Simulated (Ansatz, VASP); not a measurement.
Two plane-wave programs on LaB3Ir

POSCAR

```
LaB3Ir
1.0
    0.0000000000      3.7835590000      0.0000000000
    3.7835590000      0.0000000000      0.0000000000
    1.8917800000      1.8917800000     -4.3464100000
Ir B La
1 3 1
Direct
    0.0000000000      0.0000000000      0.0000000000
    0.7599000000      0.7599000000      0.4802000000
    0.6088000000      0.1088000000      0.7824000000
    0.1088000000      0.6088000000      0.7824000000
    0.3455000000      0.3455000000      0.3090000000
```

The input INCAR.step1:

```
PREC = Accurate
ENCUT = 520
ISMEAR = -1
SIGMA = 0.072
LREAL = F
LASPH = T
NELM = 80
NBANDS = 22
GGA = PE
ALGO = Normal
EDIFF = 1E-4
LWAVE = T
LCHARG = F
```

INCAR.step2

```
PREC = Accurate
ENCUT = 520
EDIFF = 1E-6
ISMEAR = -1
SIGMA = 0.072
LREAL = F
LASPH = T
NELM = 80
ALGO = Normal
ISIF = 2
LWAVE = F
LCHARG = T
METAGGA = R2SCAN
LMIXTAU = T
LELF = T
LVHAR = T
NBANDS = 22
ISTART = 1
```

Contents of KPOINTS:

```
regular mesh
0
Gamma
  10 10 10
```

Input for Ansatz:

```yaml
crystal:
  lattice:
    - [0.0, 3.783559, 0.0]
    - [3.783559, 0.0, 0.0]
    - [1.89178, 1.89178, -4.34641]
  atoms:
    - { symbol: Ir, position: [0.0, 0.0, 0.0] }
    - { symbol: B, position: [0.7599, 0.7599, 0.4802] }
    - { symbol: B, position: [0.6088, 0.1088, 0.7824] }
    - { symbol: B, position: [0.1088, 0.6088, 0.7824] }
    - { symbol: La, position: [0.3455, 0.3455, 0.309] }
  symmetry: { tolerance: 0.0003 }
kpoints:
  mp_grid: { grid: [10, 10, 10], shift: [0, 0, 0] }
  band_path:
    path:
      - [0.0, 0.0, 0.0]
      - [0.5, 0.5, 0.5]
      - [0.5, 0.5, 0.75]
      - [0.5, 0.0, 0.5]
      - [0.0, 0.0, 0.0]
      - [0.0, 0.0, 0.5]
      - [0.40527826, 0.0, 0.70263913]
      - [0.59472174, 0.0, 0.29736087]
      - [0.0, 0.0, 0.0]
      - [0.5, 0.5, 0.5]
      - [0.59472174, 0.40527826, 0.5]
    npoints: 6
magnetization:
  spin_polarized: false
scf:
  occupations: { method: fermi_dirac, width: 0.072 }
  lower_state_search: "off"
  max_iter: 200
hamiltonian:
  pseudopotentials: { kind: paw }
  xc: r2scan
basis:
  ecutwfc: 500
  fft_grid_basis: typed
output:
  forces: true
  stress: true
  eigenvalues: true
  bader: true
  populations: true
  elf: true
  write_potential: true
  volumetric_format: npy
  dos:
    e_range: [-12, 8]
    de: 0.05
    projected: { site_lists: { B: [B], Ir: [Ir], La: [La] } }
checkpoint:
  read: saved_state
```

Alike in both runs: task single point; functional r2SCAN; k mesh 10 × 10 × 10; occupations fermi-dirac, width 0.072 eV; no spin polarisation.

|  | VASP | Ansatz |
| --- | --- | --- |
| version | VASP 6.6.1 | Ansatz 0.2.0 |
| potentials or method | VASP PAW PBE potentials, release 64 (Ir, B, La), cutoff 520 eV | PAW plane waves |
| valence electrons in the cell | 29 | 37 |

Ansatz gave:

- pressure (GPa): 17.5
- traceless stress, the component that is largest in VASP (GPa): -0.25
- rms of the force components (eV/Å): 0.546

What did VASP give for the same quantities?

Pressure (GPa): 18.1; traceless stress, the component that is largest in VASP (GPa): -0.12; rms of the force components (eV/Å): 0.566.

VASP's potentials were made for PBE, not for r2SCAN. Atom by atom the forces differ by 0.026 eV/Å (rms over components). VASP's potentials hold 29 valence electrons a cell and Ansatz's 37, so a difference there can come from the potentials and not from the codes.

Neither program's run includes spin-orbit coupling.
